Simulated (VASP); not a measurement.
# La (Fd-3m) in VASP: notebook

La is run at these levels: RPBE; tasks: single point.

All numbers are computed with VASP 6.6.1; they aren't measurements. Logs are shortened: lines on timing, memory, paths and dates and some standing lists are left out, and cuts for length are marked.

**1. The cell of the first run**

Symmetry: Fd-3m, No. 227, cubic system. The conventional cell has a = 6.474 Å, b = 6.474 Å, c = 6.474 Å, α = 90.00°, β = 90.00°, γ = 90.00°. Within 3.7 Å of La (site symmetry -43m) lie 4 La at 2.80 Å.

This isn't the form of La at room conditions, which is double hcp.

**2. Single point, RPBE (33.91 Å³/atom)**

File INCAR:

```
PREC = Accurate
ENCUT = 520
EDIFF = 1E-6
ISMEAR = -1
SIGMA = 0.1
LREAL = F
LASPH = T
NELM = 60
ALGO = Normal
ISIF = 2
LWAVE = F
LCHARG = F
GGA = RP
NBANDS = 18
```

File KPOINTS:

```
regular mesh
0
Gamma
  9 9 9
```

File POSCAR:

```
La
1.0
    0.0000000000      3.2367545272      3.2367545272
    3.2367545272      0.0000000000      3.2367545272
    3.2367545272      3.2367545272      0.0000000000
La
2
Direct
    0.1250000000      0.1250000000      0.1250000000
    0.8750000000      0.8750000000      0.8750000000
```

Potentials or basis: VASP PAW PBE potentials, release 64 (La).

Command:

```sh
cat potpaw_PBE.64/La/POTCAR > POTCAR
mpirun -np 1 vasp_std > vasp.out
```

OUTCAR:

```text
PREC = Accurate
   ENCUT = 520
   EDIFF = 1E-6
   ISMEAR = -1
   LREAL = F
   LASPH = T
   NELM = 60
   ISIF = 2
   GGA = RP

 ion  position               nearest neighbor table
   1  0.125  0.125  0.125-   2 2.80   2 2.80   2 2.80   2 2.80
   2  0.875  0.875  0.875-   1 2.80   1 2.80   1 2.80   1 2.80

  LATTYP: Found a face centered cubic cell.
 ALAT       =     6.4735090544

  Lattice vectors:

 A1 = (   0.0000000000,   3.2367545272,   3.2367545272)
 A2 = (   3.2367545272,   0.0000000000,   3.2367545272)
 A3 = (   3.2367545272,   3.2367545272,   0.0000000000)

Analysis of symmetry for initial positions (statically):
=====================================================================
 Subroutine PRICEL returns:
 Original cell was already a primitive cell.

 Routine SETGRP: Setting up the symmetry group for a
 face centered cubic supercell.

 Subroutine GETGRP returns: Found 48 space group operations
 (whereof 12 operations were pure point group operations)
 out of a pool of 48 trial point group operations.

The static configuration has the point symmetry D_3d.
 The point group associated with its full space group is O_h .

Analysis of symmetry for dynamics (positions and initial velocities):
=====================================================================
 Subroutine PRICEL returns:
 Original cell was already a primitive cell.

 Routine SETGRP: Setting up the symmetry group for a
 face centered cubic supercell.

 Subroutine GETGRP returns: Found 48 space group operations
 (whereof 12 operations were pure point group operations)
 out of a pool of 48 trial point group operations.

The dynamic configuration has the point symmetry D_3d.
 The point group associated with its full space group is O_h .

 Subroutine INISYM returns: Found 48 space group operations
 (whereof 12 operations are pure point group operations),
 and found     1 'primitive' translations

----------------------------------------------------------------------------------------

                                     Primitive cell

  volume of cell :      67.8202

  direct lattice vectors                    reciprocal lattice vectors
     0.000000000  3.236754527  3.236754527    -0.154475724  0.154475724  0.154475724
     3.236754527  0.000000000  3.236754527     0.154475724 -0.154475724  0.154475724
     3.236754527  3.236754527  0.000000000     0.154475724  0.154475724 -0.154475724

  length of vectors
     4.577462150  4.577462150  4.577462150     0.267559803  0.267559803  0.267559803

  position of ions in fractional coordinates (direct lattice)
     0.125000000  0.125000000  0.125000000
     0.875000000  0.875000000  0.875000000

  ion indices of the primitive-cell ions
   primitive index   ion index
                 1           1
                 2           2

----------------------------------------------------------------------------------------

 KPOINTS: regular mesh

Automatic generation of k-mesh.
 Grid dimensions read from file:
 generate k-points for:    9    9    9

 Generating k-lattice:

  Cartesian coordinates                     Fractional coordinates (reciprocal lattice)
    -0.017163969  0.017163969  0.017163969     0.111111111  0.000000000  0.000000000
     0.017163969 -0.017163969  0.017163969     0.000000000  0.111111111  0.000000000
     0.017163969  0.017163969 -0.017163969     0.000000000  0.000000000  0.111111111

  Length of vectors
     0.029728867  0.029728867  0.029728867

  Shift w.r.t. Gamma in fractional coordinates (k-lattice)
     0.000000000  0.000000000  0.000000000

 Subroutine IBZKPT returns following result:
 ===========================================

 Found     35 irreducible k-points:

 Following reciprocal coordinates:
            Coordinates               Weight
  0.000000  0.000000  0.000000      1.000000
  0.111111  0.000000  0.000000      8.000000
  0.222222  0.000000  0.000000      8.000000
  0.333333  0.000000  0.000000      8.000000
  0.444444  0.000000  0.000000      8.000000
  0.111111  0.111111  0.000000      6.000000
[... 16 lines left out ...]
 -0.333333  0.333333  0.000000     12.000000
  0.444444  0.444444  0.000000      6.000000
 [... further k-points ...]
   k-points           NKPTS =     35   k-points in BZ     NKDIM =     35   number of bands    NBANDS=     18
   number of dos      NEDOS =    301   number of ions     NIONS =      2
   total plane-waves  NPLWV =  46656
   dimension x,y,z NGX =    36 NGY =   36 NGZ =   36
   dimension x,y,z NGXF=    72 NGYF=   72 NGZF=   72
   ions per type =               2
   NGX,Y,Z   is equivalent  to a cutoff of  13.07, 13.07, 13.07 a.u.
   NGXF,Y,Z  is equivalent  to a cutoff of  26.15, 26.15, 26.15 a.u.
 SYSTEM =  unknown system
   PREC   = accura    normal or accurate (medium, high low for compatibility)
   ISTART =      0    job   : 0-new  1-cont  2-samecut
   ICHARG =      2    charge: 1-file 2-atom 10-const
   ISPIN  =      1    spin polarized calculation?
   LNONCOLLINEAR =      F non collinear calculations
   LSORBIT =      F    spin-orbit coupling
   LASPH  =      T    aspherical Exc in radial PAW
   ENCUT  =  520.0 eV  38.22 Ry    6.18 a.u.   8.51  8.51  8.51*2*pi/ulx,y,z
   NELM   =     60;   NELMIN=  2; NELMDL= -5     # of ELM steps
   EDIFF  = 0.1E-05   stopping-criterion for ELM
   LREAL  =      F    real-space projection
[... 7 lines left out ...]
   TEBEG  =    0.0;   TEEND  =   0.0 temperature during run
   PSTRESS=    0.0 pullay stress
   NELECT =      22.0000    total number of electrons
   NUPDOWN=      -1.0000    fix difference up-down
   EMIN   =  10.00;   EMAX   =-10.00  energy-range for DOS
   EFERMI =   0.00;   METHOD = LEGACY
   ISMEAR =    -1;   SIGMA  =   0.10  broadening in eV -4-tet -1-fermi 0-gaus
   EFERMI_NEDOS =   21; number of points for ismear=-14 and -15
   IALGO  =     38    algorithm
   IMIX   =      4    mixing-type and parameters
     AMIX     =   0.40;   BMIX     =  1.00
     AMIX_MAG =   1.60;   BMIX_MAG =  1.00
  volume/ion in A,a.u.               =      33.91       228.84
  Fermi-wavevector in a.u.,A,eV,Ry     =   1.124853  2.125665 17.215389  1.265295
  Thomas-Fermi vector in A             =   2.261528
   LORBIT       =      0    0 simple, 1 ext, 2 COOP (PROOUT), +10 PAW based schemes
   GGA     = RP    functional components
   LHFCALC =     F    Hartree Fock is set to
   AEXX    =    0.0000 exact exchange contribution
   IVDW    =     0    specifies the selected vdW correction
   LEPSILON=     F    determine dielectric tensor
   LRPA    =     F    only Hartree local field effects (RPA)
 non-spin polarized calculation
  energy-cutoff  :      520.00
  volume of cell :       67.82
 maximum number of plane-waves:      1853
 NGX is ok and might be reduce to    36
   NGX = 17   NGY = 17   NGZ = 17

 number of electron      21.9999999 magnetization

 Free energy of the ion-electron system (eV)
  ---------------------------------------------------
  ext. energy  EPLUGINS =         0.00000000
  ---------------------------------------------------
  free energy    TOTEN  =        -6.81731610 eV

  energy without entropy =       -6.76138884  energy(sigma->0) =       -6.78935247

 E-fermi :   8.3807     XC(G=0):  -9.5890

 val. band max:        8.3095893205   @ k =   0.4444   0.0000   0.0000
 cond. band min:       8.4019379841   @ k =   0.3333   0.3333   0.0000
 fundamental gap:      0.0923486637
 Fermi energy:         8.3806978235

 k-point     1 :       0.0000    0.0000    0.0000
  band No.  band energies     occupation
      1     -25.2720      2.00000
      2     -23.0782      2.00000
      3      -9.4771      2.00000
      4      -9.4771      2.00000
      5      -9.4771      2.00000
      6      -6.9942      2.00000
[... 10 lines left out ...]
     17      10.1643      0.00000
     18      10.1777      0.00000

 k-point     2 :       0.1111    0.0000    0.0000
  band No.  band energies     occupation
      1     -25.2302      2.00000
      2     -23.1380      2.00000
      3      -9.5227      2.00000
      4      -9.5227      2.00000
      5      -9.4760      2.00000
      6      -6.9531      2.00000
[... 10 lines left out ...]
     17      10.0928      0.00000
     18      10.1702      0.00000

 k-point     3 :       0.2222    0.0000    0.0000
  band No.  band energies     occupation
      1     -25.1130      2.00000
      2     -23.3003      2.00000
      3      -9.6292      2.00000
      4      -9.6292      2.00000
      5      -9.4819      2.00000
      6      -6.8323      2.00000
[... 10 lines left out ...]
     17      10.1455      0.00000
     18      10.1869      0.00000

 k-point     4 :       0.3333    0.0000    0.0000
  band No.  band energies     occupation
      1     -24.9500      2.00000
      2     -23.5139      2.00000
      3      -9.7379      2.00000
      4      -9.7379      2.00000
      5      -9.5020      2.00000
      6      -6.6671      2.00000
[... 10 lines left out ...]
     17      10.3157      0.00000
     18      10.5012      0.00000

 k-point     5 :       0.4444    0.0000    0.0000
  band No.  band energies     occupation
      1     -24.8124      2.00000
      2     -23.6839      2.00000
      3      -9.8032      2.00000
      4      -9.8032      2.00000
      5      -9.5214      2.00000
      6      -6.5439      2.00000
[... 10 lines left out ...]
     17      10.6683      0.00000
     18      10.7018      0.00000

 k-point     6 :       0.1111    0.1111    0.0000
  band No.  band energies     occupation
      1     -25.2158      2.00000
      2     -23.1584      2.00000
      3      -9.5801      2.00000
      4      -9.5801      2.00000
      5      -9.3798      2.00000
      6      -7.0696      2.00000
[... 10 lines left out ...]
     17      10.0873      0.00000
     18      10.1213      0.00000

 k-point     7 :       0.2222    0.1111    0.0000
  band No.  band energies     occupation
      1     -25.1220      2.00000
      2     -23.2882      2.00000
      3      -9.6948      2.00000
      4      -9.6909      2.00000
      5      -9.3038      2.00000
      6      -7.0876      2.00000
[... 10 lines left out ...]
     17      10.1244      0.00000
     18      10.1450      0.00000

 k-point     8 :       0.3333    0.1111    0.0000
  band No.  band energies     occupation
      1     -24.9689      2.00000
      2     -23.4898      2.00000
      3      -9.8360      2.00000
      4      -9.7962      2.00000
      5      -9.2602      2.00000
      6      -7.0178      2.00000
[... 10 lines left out ...]
     17      10.1764      0.00000
     18      10.2555      0.00000
[... 229 lines left out ...]
     17      10.0104      0.00000
     18      10.4015      0.00000

 k-point    20 :       0.3333    0.3333    0.0000
  band No.  band energies     occupation
      1     -24.7920      2.00000
      2     -23.7083      2.00000
      3     -10.0143      2.00000
      4     -10.0143      2.00000
      5      -8.7388      2.00000
      6      -7.5736      2.00000
[... 10 lines left out ...]
     17      10.1630      0.00000
     18      10.3195      0.00000

 k-point    21 :       0.4444    0.3333    0.0000
  band No.  band energies     occupation
      1     -24.6235      2.00000
      2     -23.9037      2.00000
      3     -10.1186      2.00000
      4     -10.0715      2.00000
      5      -8.5490      2.00000
      6      -7.6950      2.00000
[... 10 lines left out ...]
     17      10.2792      0.00000
     18      10.4558      0.00000

 k-point    22 :      -0.4444    0.3333    0.0000
  band No.  band energies     occupation
      1     -24.4774      2.00000
      2     -24.0640      2.00000
      3     -10.2223      2.00000
      4     -10.0597      2.00000
      5      -8.4651      2.00000
      6      -7.6821      2.00000
[... 10 lines left out ...]
     17      10.3421      0.00000
     18      10.5224      0.00000

 k-point    23 :      -0.3333    0.3333    0.0000
  band No.  band energies     occupation
      1     -24.5376      2.00000
      2     -23.9988      2.00000
      3     -10.2546      2.00000
      4      -9.9829      2.00000
      5      -8.6279      2.00000
      6      -7.4614      2.00000
[... 10 lines left out ...]
     17      10.2140      0.00000
     18      10.4233      0.00000

 k-point    24 :       0.4444    0.4444    0.0000
  band No.  band energies     occupation
      1     -24.4588      2.00000
      2     -24.0838      2.00000
      3     -10.1355      2.00000
      4     -10.1355      2.00000
      5      -8.3276      2.00000
      6      -7.9304      2.00000
[... 10 lines left out ...]
     17      10.4280      0.00000
     18      10.5202      0.00000

 [... further k-points ...]
[... 5 lines left out ...]
  --------------------------------------------------------------------------------------
  -------------------------------------------------------------------------------------
  Total        2.8557495      2.8557495      2.8557495      0.0000000      0.0000000     -0.0000000
  in kB       67.4638935     67.4638935     67.4638935      0.0000000      0.0000000     -0.0000000
  external PRESSURE =      67.4638935 kB  Pullay stress =       0.0000000 kB

 VOLUME and BASIS-vectors are now :
 -----------------------------------------------------------------------------
  energy-cutoff  :      520.00
  volume of cell :       67.82
      direct lattice vectors                 reciprocal lattice vectors
     0.000000000  3.236754527  3.236754527    -0.154475724  0.154475724  0.154475724
     3.236754527  0.000000000  3.236754527     0.154475724 -0.154475724  0.154475724
     3.236754527  3.236754527  0.000000000     0.154475724  0.154475724 -0.154475724

 POSITION                                       TOTAL-FORCE (eV/Angst)
 -----------------------------------------------------------------------------------
      0.80919      0.80919      0.80919         0.000000      0.000000      0.000000
      5.66432      5.66432      5.66432        -0.000000     -0.000000     -0.000000
 -----------------------------------------------------------------------------------
    total drift:                               -0.000000      0.000000      0.000000

  FREE ENERGIE OF THE ION-ELECTRON SYSTEM (eV)
  ---------------------------------------------------
  free  energy   TOTEN  =        -6.8173160977 eV

  energy  without entropy=       -6.7613888408  energy(sigma->0) =       -6.78935247
```

It took 33 s on 1 thread of Intel Xeon Platinum 8488C (Sapphire Rapids), shared host; peak memory 0.22 GiB.

What came out:

```
Free energy            : -6.8173 eV
Pressure               : 6.7 GPa
Band gap on the k mesh : zero (bands 11 and 12 overlap by 0.10 eV)
```

Caveat: the cell stands under pressure; the PAW data sets were made with another functional, which shifts forces and pressure a little; spin-orbit coupling is left out, which moves the levels of the heavy elements.

**3. Single point, RPBE (35.45 Å³/atom)**

This run uses another cell than the first one, of 35.45 Å³/atom.

File INCAR:

```
SYSTEM = La
ALGO = Normal
EDIFF = 1E-6
ENCUT = 520
GGA = RP
ISIF = 2
ISMEAR = -1
LASPH = .True.
LCHARG = .True.
LELF = .True.
LREAL = .False.
LVHAR = .True.
LWAVE = .False.
NBANDS = 18
NELM = 100
PREC = Accurate
SIGMA = 0.1
```

File KPOINTS:

```
k-points
0
Gamma
  9 9 9
  0 0 0
```

File POSCAR:

```
La
1.0
    0.0000000000      3.2850714196      3.2850714196
    3.2850714196      0.0000000000      3.2850714196
    3.2850714196      3.2850714196      0.0000000000
La
2
Direct
    0.1250000000      0.1250000000      0.1250000000
    0.8750000000      0.8750000000      0.8750000000
```

Potentials or basis: VASP PAW PBE potentials, release 64 (La).

Command:

```sh
cat potpaw_PBE.64/La/POTCAR > POTCAR
mpirun -np 1 vasp_std > vasp.out
```

Wall time 36 s (1 thread of Intel Xeon Platinum 8488C (Sapphire Rapids), shared host); peak memory 0.23 GiB.

It converged, with:

```
Free energy            : -6.9182 eV
Pressure               : 3.8 GPa
Band gap on the k mesh : zero (bands 11 and 12 overlap by 0.15 eV)
```

Levels at points of the mesh, in eV from the Fermi level:
| k point | band 8 | band 9 | band 10 | band 11 | band 12 | band 13 | band 14 | band 15 |
| --- | --- | --- | --- | --- | --- | --- | --- | --- |
| (0.00, 0.00, 0.00) | -15.51 | -2.34 | -0.77 | -0.77 | 0.95 | 0.95 | 0.95 | 1.68 |

Caveat: the cell stands under pressure; the PAW data sets were made with another functional, which shifts forces and pressure a little; spin-orbit coupling is left out, which moves the levels of the heavy elements.

The gap in the log of VASP goes by the Fermi energy; the results here count the filled bands.